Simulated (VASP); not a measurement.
# Mg (P6_3/mmc) in VASP: further runs, part 2 of 2

VASP 6.6.1. The steps go on from the part before.

## 3. Single point, PBEsol (21.82 Å³/atom)

This run uses another cell than the first one, of 21.82 Å³/atom.

INCAR

```
PREC = Accurate
ENCUT = 520
EDIFF = 1E-6
ISMEAR = 0
SIGMA = 0.1
LREAL = F
LASPH = T
NELM = 100
ALGO = Normal
ISIF = 2
LWAVE = F
LCHARG = F
GGA = PS
NBANDS = 9
```

KPOINTS

```
regular mesh
0
Gamma
  18 18 8
```

POSCAR

```
Mg
1.0
    3.1549929892      0.0000000000      0.0000000000
   -1.5774964946      2.7323040774      0.0000000000
    0.0000000000      0.0000000000      5.0619375963
Mg
2
Direct
    0.3333333333      0.6666666667      0.2500000000
    0.6666666667      0.3333333333      0.7500000000
```

Potentials or basis: VASP PAW PBE potentials, release 64 (Mg).

Started as:

```bash
$ cat potpaw_PBE.64/Mg/POTCAR > POTCAR
$ mpirun -np 1 vasp_std > vasp.out
```

OUTCAR:

```text
PREC = Accurate
   ENCUT = 520
   EDIFF = 1E-6
   ISMEAR = 0
   LREAL = F
   LASPH = T
   NELM = 100
   ISIF = 2
   GGA = PS

 ion  position               nearest neighbor table
   1  0.333  0.667  0.250-   2 3.12   2 3.12   2 3.12   2 3.12   2 3.12   2 3.12
   2  0.667  0.333  0.750-   1 3.12   1 3.12   1 3.12   1 3.12   1 3.12   1 3.12

  LATTYP: Found a hexagonal cell.
 ALAT       =     3.1549929892
 C/A-ratio  =     1.6044211869

  Lattice vectors:

 A1 = (   3.1549929892,   0.0000000000,   0.0000000000)
 A2 = (  -1.5774964946,   2.7323040774,   0.0000000000)
 A3 = (   0.0000000000,   0.0000000000,   5.0619375963)

Analysis of symmetry for initial positions (statically):
=====================================================================
 Subroutine PRICEL returns:
 Original cell was already a primitive cell.

 Routine SETGRP: Setting up the symmetry group for a
 hexagonal supercell.

 Subroutine GETGRP returns: Found 24 space group operations
 (whereof 12 operations were pure point group operations)
 out of a pool of 24 trial point group operations.

The static configuration has the point symmetry D_3d.
 The point group associated with its full space group is D_6h.

Analysis of symmetry for dynamics (positions and initial velocities):
=====================================================================
 Subroutine PRICEL returns:
 Original cell was already a primitive cell.

 Routine SETGRP: Setting up the symmetry group for a
 hexagonal supercell.

 Subroutine GETGRP returns: Found 24 space group operations
 (whereof 12 operations were pure point group operations)
 out of a pool of 24 trial point group operations.

The dynamic configuration has the point symmetry D_3d.
 The point group associated with its full space group is D_6h.

 Subroutine INISYM returns: Found 24 space group operations
 (whereof 12 operations are pure point group operations),
[... 119 lines left out ...]
  Thomas-Fermi vector in A             =   1.832008
   LORBIT       =      0    0 simple, 1 ext, 2 COOP (PROOUT), +10 PAW based schemes
   GGA     = PS    functional components
   LHFCALC =     F    Hartree Fock is set to
   AEXX    =    0.0000 exact exchange contribution
   IVDW    =     0    specifies the selected vdW correction
   LEPSILON=     F    determine dielectric tensor
   LRPA    =     F    only Hartree local field effects (RPA)
 non-spin polarized calculation
 Gauss-broadening in eV      SIGMA  =   0.10
  energy-cutoff  :      520.00
  volume of cell :       43.64
 maximum number of plane-waves:      1194
 NGX is ok and might be reduce to    24
   NGX = 11   NGY = 11   NGZ = 19

 number of electron       4.0000000 magnetization

 Free energy of the ion-electron system (eV)
  ---------------------------------------------------
  ext. energy  EPLUGINS =         0.00000000
  ---------------------------------------------------
  free energy    TOTEN  =        -3.44601768 eV

  energy without entropy =       -3.44184557  energy(sigma->0) =       -3.44393163

 E-fermi :   2.8698     XC(G=0):  -8.6946

 val. band max:        2.8656566810   @ k =   0.2778   0.1667   0.1250
 cond. band min:       2.8776979803   @ k =   0.5000   0.0000   0.3750
 fundamental gap:      0.0120412993
 Fermi energy:         2.8697856161

 k-point     1 :       0.0000    0.0000    0.0000
  band No.  band energies     occupation
      1      -4.2900      2.00000
      2       1.1567      2.00000
      3       1.7372      2.00000
      4      13.9555      0.00000
      5      13.9555      0.00000
      6      14.1494      0.00000
      7      14.1494      0.00000
      8      15.0309      0.00000
      9      16.6452      0.00000
[... 265 lines left out ...]
 k-point    24 :       0.3889    0.1111    0.0000
  band No.  band energies     occupation
      1      -0.2052      2.00000
      2       1.8910      2.00000
      3       4.9562      0.00000
      4       5.6612      0.00000
      5       6.9465      0.00000
      6       7.0377      0.00000
      7       8.8277      0.00000
      8      12.1967      0.00000
      9      13.3725      0.00000

 [... further k-points ...]

------------------------ aborting loop because EDIFF is reached ----------------------------------------

  FORCE on cell =-STRESS in cart. coord.  units (eV):
  Direction    XX          YY          ZZ          XY          YZ          ZX
  --------------------------------------------------------------------------------------
  -------------------------------------------------------------------------------------
  Total        0.3222714      0.3222714      0.3244699      0.0000000      0.0000000      0.0000000
  in kB       11.8328151     11.8328151     11.9135385      0.0000000      0.0000000      0.0000000
  external PRESSURE =      11.8597229 kB  Pullay stress =       0.0000000 kB

 VOLUME and BASIS-vectors are now :
 -----------------------------------------------------------------------------
  energy-cutoff  :      520.00
  volume of cell :       43.64
      direct lattice vectors                 reciprocal lattice vectors
     3.154992989  0.000000000  0.000000000     0.316957915  0.182995738  0.000000000
    -1.577496495  2.732304077  0.000000000     0.000000000  0.365991475  0.000000000
     0.000000000  0.000000000  5.061937596     0.000000000  0.000000000  0.197552811

 POSITION                                       TOTAL-FORCE (eV/Angst)
 -----------------------------------------------------------------------------------
     -0.00000      1.82154      1.26548         0.000000     -0.000000      0.000000
      1.57750      0.91077      3.79645        -0.000000      0.000000      0.000000
 -----------------------------------------------------------------------------------
    total drift:                               -0.000000      0.000000     -0.000000

  FREE ENERGIE OF THE ION-ELECTRON SYSTEM (eV)
  ---------------------------------------------------
  free  energy   TOTEN  =        -3.4460176849 eV

  energy  without entropy=       -3.4418455701  energy(sigma->0) =       -3.44393163
```

stdout:

```text
POSCAR found type information on POSCAR Mg
 POSCAR found :  1 types and       2 ions
 scaLAPACK will be used
 -----------------------------------------------------------------------------
|                                                                             |
|                                                                             |
|     You enforced a specific xc type in the INCAR file but a different       |
|     I HOPE YOU KNOW WHAT YOU ARE DOING!                                     |
|                                                                             |
 -----------------------------------------------------------------------------

 LDA part: xc-table for (Slater+PW92), standard interpolation
 POSCAR, INCAR and KPOINTS ok, starting setup
 FFT: planning ... GRIDC
 FFT: planning ... GRID_SOFT
 FFT: planning ... GRID
 WAVECAR not read
 entering main loop
```

Wall time 60 s (1 thread of Intel Xeon 8259CL, shared host); peak memory 0.21 GiB.

Results:

```yaml
Free_energy: -3.4460 eV
Pressure: 1.2 GPa
Band_gap_on_the_k_mesh: zero (bands 2 and 3 overlap by 2.14 eV)
```

Levels at points of the mesh, in eV from the Fermi level:
```tsv
k point	band 1	band 2	band 3	band 4	band 5	band 6	band 7
(0.00, 0.00, 0.00)	-7.16	-1.71	-1.13	11.09	11.09	11.28	11.28
(0.50, 0.00, 0.00)	-2.27	-2.22	2.74	3.05	3.50	3.87	7.01
(0.00, 0.00, 0.50)	-5.70	-5.70	5.36	5.36	11.85	11.85	11.85
(0.50, 0.00, 0.50)	-1.18	-1.18	-0.46	-0.46	8.20	8.20	8.22
```

Caveat: the PAW data sets were made with another functional, which shifts forces and pressure a little.

## 4. Single point, PBEsol

This run uses another cell than the first one, of 22.49 Å³/atom.

INCAR

```
SYSTEM = Mg
PREC = Accurate
ENCUT = 520
EDIFF = 1E-6
ISMEAR = 0
SIGMA = 0.1
LREAL = .False.
LASPH = .True.
NELM = 60
ALGO = Fast
ISIF = 2
LWAVE = .False.
LCHARG = .False.
GGA = PS
NBANDS = 9
```

KPOINTS

```
regular mesh
0
Gamma
  18 18 8
  0 0 0
```

POSCAR

```
Mg
1.0
    3.1871890189      0.0000000000      0.0000000000
   -1.5935945094      2.7601866570      0.0000000000
    0.0000000000      0.0000000000      5.1135935885
Mg
2
Direct
    0.3333333333      0.6666666667      0.2500000000
    0.6666666667      0.3333333333      0.7500000000
```

Started as:

```bash
$ cat potpaw_PBE.64/Mg/POTCAR > POTCAR
$ mpirun -np 1 vasp_std > vasp.out
```

Run time: 46 s. Hardware: 1 thread of Intel Xeon 8259CL, shared host; peak memory 0.2 GiB.

It converged, with:

| Item | Value |
| --- | --- |
| Free energy | -3.4508 eV |
| Pressure | 0.0 GPa |
| Band gap on the k mesh | zero (bands 2 and 3 overlap by 2.15 eV) |

Levels at points of the mesh, in eV from the Fermi level:
```
           k point  band 1  band 2  band 3  band 4  band 5  band 6
(0.00, 0.00, 0.00)   -7.03   -1.67   -1.14   10.91   10.91   11.04
(0.50, 0.00, 0.00)   -2.22   -2.20    2.70    3.04    3.41    3.79
(0.00, 0.00, 0.50)   -5.59   -5.59    5.27    5.27   11.67   11.67
(0.50, 0.00, 0.50)   -1.15   -1.15   -0.47   -0.47    8.05    8.05
```

Caveat: the PAW data sets were made with another functional, which shifts forces and pressure a little.

## 5. Summary

```csv
cell,gap on the mesh (eV),pressure (GPa)
"a = 3.122, b = 3.122, c = 5.009 Å, angles 90.0, 90.0, 120.0°, 2 atoms",none,2.6
"a = 3.155, b = 3.155, c = 5.062 Å, angles 90.0, 90.0, 120.0°, 2 atoms",none,1.2
"a = 3.187, b = 3.187, c = 5.114 Å, angles 90.0, 90.0, 120.0°, 2 atoms",none,0.0
```

Alike in all rows: task single point; level PBEsol; potentials or basis VASP PAW PBE potentials, release 64 (Mg); no spin polarisation; k mesh 18 × 18 × 8; cutoff (eV) 520; smearing gaussian 0.1 eV.

Caveats: the PAW data sets were made with another functional, which shifts forces and pressure a little.

Total energies depend on the potentials used, so only differences within one code and one set of settings carry meaning.
